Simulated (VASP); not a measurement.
Si:

```
CELL_PARAMETERS angstrom
2.66113 0.00000 0.00000
-1.33056 2.30460 0.00000
0.00000 0.00000 2.44859
ATOMIC_POSITIONS crystal
Si 0.00000 0.00000 0.00000
```

```yaml
Program: VASP 6.6.1
Task: relaxation of cell and atoms
Functional: PBE
Potentials_or_basis: VASP PAW PBE potentials, release 64 (Si)
Cutoff: 600 eV
k_mesh: 24 × 24 × 22
Occupations: gaussian, width 0.1 eV
Spin: no spin polarisation
```

At the start: pressure 0.8 GPa; volume 15.02 Å³/atom.

**Question.** Where does the relaxation end?

**Answer.** Over 5 steps the energy falls by 2.9 meV/atom and the volume is 15.10 Å³/atom (+0.6 %); space group P6/mmm (No. 191, to 0.05 Å).

The path:
```
step  energy change (eV)  largest force (eV/Å)  pressure (GPa)  volume (Å³)
   1              0.0000                0.0000            0.75        15.02
   2             -0.0028                0.0000           -0.48        15.17
   3             -0.0028                0.0000           -0.51        15.17
   4             -0.0029                0.0000            0.12        15.08
   5             -0.0029                0.0000           -0.03        15.10
```

Final structure:
```cif
data_structure
_symmetry_space_group_name_H-M 'P 1'
_symmetry_Int_Tables_number 1
_cell_length_a 2.6473
_cell_length_b 2.6473
_cell_length_c 2.4879
_cell_angle_alpha 90.000
_cell_angle_beta 90.000
_cell_angle_gamma 120.000
_cell_volume 15.10
loop_
_atom_site_label
_atom_site_type_symbol
_atom_site_fract_x
_atom_site_fract_y
_atom_site_fract_z
_atom_site_occupancy
Si1 Si 0.00000 0.00000 0.00000 1
```
